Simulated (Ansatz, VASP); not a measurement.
# ZnCu4 in VASP and in Ansatz

INCAR

```
SYSTEM = ZnCu4
PREC = Accurate ; ENCUT = 520
EDIFF = 1E-6 ; ISMEAR = -1
SIGMA = 0.05 ; LREAL = .False.
LASPH = .True. ; NELM = 60
ALGO = Normal ; ISIF = 2
LWAVE = .False. ; LCHARG = .False.
LDIPOL = .True. ; IDIPOL = 3
DIPOL = 0.5 0.5 0.500 ; GGA = PS
NBANDS = 36
```

The input KPOINTS:

```
Automatic mesh
0
Gamma
  14 14 1
  0 0 0
```

The input POSCAR:

```
ZnCu4
1.0
    2.5192775978      0.0000000000      0.0000000000
    0.0000000000      2.5192775978      0.0000000000
    0.0000000000      0.0000000000     23.1256000000
Cu Zn
4 1
Direct
    0.0000000000      0.0000000000      0.3480514485
    0.5000000000      0.5000000000      0.4226331525
    0.5000000000      0.5000000000      0.5773668408
    0.0000000000      0.0000000000      0.6519485028
    0.0000000000      0.0000000000      0.5000000554
```

Input for Ansatz:

```yaml
crystal:
  lattice:
    - [2.5192775978, 0.0, 0.0]
    - [0.0, 2.5192775978, 0.0]
    - [0.0, 0.0, 23.1256]
  atoms:
    - { symbol: Cu, position: [0.0, 0.0, 0.3480514485] }
    - { symbol: Cu, position: [0.5, 0.5, 0.4226331525] }
    - { symbol: Zn, position: [0.0, 0.0, 0.5000000554] }
    - { symbol: Cu, position: [0.5, 0.5, 0.5773668408] }
    - { symbol: Cu, position: [0.0, 0.0, 0.6519485028] }
kpoints:
  mp_grid: { grid: [14, 14, 1] }
scf:
  occupations: { method: fermi_dirac, width: 0.05 }
hamiltonian:
  xc: pbesol
  pseudopotentials: { kind: all_electron, lapw: { basis_error: 0.001 } }
output:
  forces: true
  stress: true
  eigenvalues: true
efield:
  axis: 3
  amplitude: 0
  dipole_correction: true
```

Alike in both runs: task single point; functional PBEsol; k mesh 14 × 14 × 1; occupations fermi-dirac, width 0.05 eV; no spin polarisation.

```csv
,VASP,Ansatz
version,VASP 6.6.1,Ansatz 0.2.0
potentials or method,"VASP PAW PBE potentials, release 64 (Cu, Zn), cutoff 520 eV","all-electron LAPW, scalar-relativistic"
```

VASP gave:

```
rms of the force components (eV/Å) : 0.125
```

Task: Which values does Ansatz return?

Result: rms of the force components (eV/Å): 0.119.

VASP's potentials were made for PBE, not for PBEsol. Ansatz ran all-electron here, and VASP with PAW potentials.
